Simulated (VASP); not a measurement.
La, 4 atoms in the cell. Symmetry: P6_3/mmc, No. 194, hexagonal system. The conventional cell has a = 3.661 Å, b = 3.661 Å, c = 11.992 Å, α = 90.00°, β = 90.00°, γ = 120.00°. Within 4.8 Å of La (site symmetry -3m) lie 12 La at 3.66 to 3.67 Å. La (site symmetry -6m2) has 12 La at 3.66 to 3.67 Å within 4.8 Å. 

```yaml
Program: VASP 6.6.1
Task: single point
Functional: PBEsol
Potentials_or_basis: VASP PAW PBE potentials, release 64 (La)
Cutoff: 520 eV
k_mesh: 12 × 12 × 4
Occupations: gaussian, width 0.15 eV
Spin: no spin polarisation
Dipole_correction: no
Further_INCAR_settings: ALGO = Fast; EDIFF = 1e-06; NBANDS = 30
```

Potentials or basis: VASP PAW PBE potentials, release 64 (La).

Command:

```console
$ cat potpaw_PBE.64/La/POTCAR > POTCAR
$ mpirun -np 1 vasp_std > vasp.out
```

Hardware: 1 thread of AMD EPYC 7R43 64-Core Processor (Zen 3) (shared host).

Problem. Estimate the wall time of this run.

Solution. Wall time 19 min on 1 thread of AMD EPYC 7R43 64-Core Processor (Zen 3) (shared host), peak memory 0.37 GiB. Counts: scf iterations 56, k points 57.
